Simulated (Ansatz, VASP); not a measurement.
# InP3: VASP beside Ansatz

File INCAR:

```
SYSTEM = InP3
ALGO = Normal
EDIFF = 1E-6
ENCUT = 520
GGA = PS
ISIF = 2
ISMEAR = 0
LASPH = .True.
LCHARG = .False.
LREAL = .False.
LWAVE = .False.
NBANDS = 38
NELM = 60
PREC = Accurate
SIGMA = 0.15
```

KPOINTS

```
k-points
0
Gamma
  6 6 6
  0 0 0
```

The input POSCAR:

```
InP3
1.0
    3.4177878374      1.9732607279      3.4105513325
   -3.4177878374      1.9732607279      3.4105513325
    0.0000000000     -3.9465214559      3.4105513324
In P
2 6
Direct
    0.2732789115      0.2732789115      0.2732789115
    0.7267210885      0.7267210885      0.7267210885
    0.7947108827      0.2411926280      0.7947108827
    0.7947108827      0.7947108827      0.2411926280
    0.2411926280      0.7947108827      0.7947108827
    0.2052891173      0.7588073720      0.2052891173
    0.7588073720      0.2052891173      0.2052891173
    0.2052891173      0.2052891173      0.7588073720
```

Input for Ansatz:

```yaml
crystal:
  lattice:
    - [3.4177878374, 1.9732607279, 3.4105513325]
    - [-3.4177878374, 1.9732607279, 3.4105513325]
    - [0.0, -3.9465214559, 3.4105513324]
  atoms:
    - { symbol: In, position: [0.2732789115, 0.2732789115, 0.2732789115] }
    - { symbol: In, position: [0.7267210885, 0.7267210885, 0.7267210885] }
    - { symbol: P, position: [0.7947108827, 0.241192628, 0.7947108827] }
    - { symbol: P, position: [0.7947108827, 0.7947108827, 0.241192628] }
    - { symbol: P, position: [0.241192628, 0.7947108827, 0.7947108827] }
    - { symbol: P, position: [0.2052891173, 0.758807372, 0.2052891173] }
    - { symbol: P, position: [0.758807372, 0.2052891173, 0.2052891173] }
    - { symbol: P, position: [0.2052891173, 0.2052891173, 0.758807372] }
basis:
  ecutwfc: 420
kpoints:
  mp_grid: { grid: [6, 6, 6] }
hamiltonian:
  xc: pbesol
scf:
  occupations: { method: gaussian, width: 0.15 }
output:
  forces: true
  stress: true
  eigenvalues: true
```

Change from the starting cell: strain -0.080 along x and y, +0.040 along z, atoms carried along.

Alike in both runs: task single point; functional PBEsol; k mesh 6 × 6 × 6; occupations gaussian, width 0.15 eV; no spin polarisation.

|  | VASP | Ansatz |
| --- | --- | --- |
| version | VASP 6.6.1 | Ansatz 0.2.0 |
| potentials or method | VASP PAW PBE potentials, release 64 (In_d, P), cutoff 520 eV | scalar-relativistic, plane waves, PAW |
| valence electrons in the cell | 56 | 56 |

Ansatz gave:

- gap on the k mesh at the Fermi level (eV): none
- pressure (GPa): 17.6
- traceless stress, the component that is largest in VASP (GPa): -11.92
- rms of the force components (eV/Å): 0.672

Task: Which values does VASP return?

Result: gap on the k mesh at the Fermi level (eV): none; pressure (GPa): 17.6; traceless stress, the component that is largest in VASP (GPa): -11.88; rms of the force components (eV/Å): 0.654.

VASP's potentials were made for PBE, not for PBEsol. Atom by atom the forces differ by 0.020 eV/Å (rms over components). A gap of «none» marks a metal or a gap that the smearing closes.
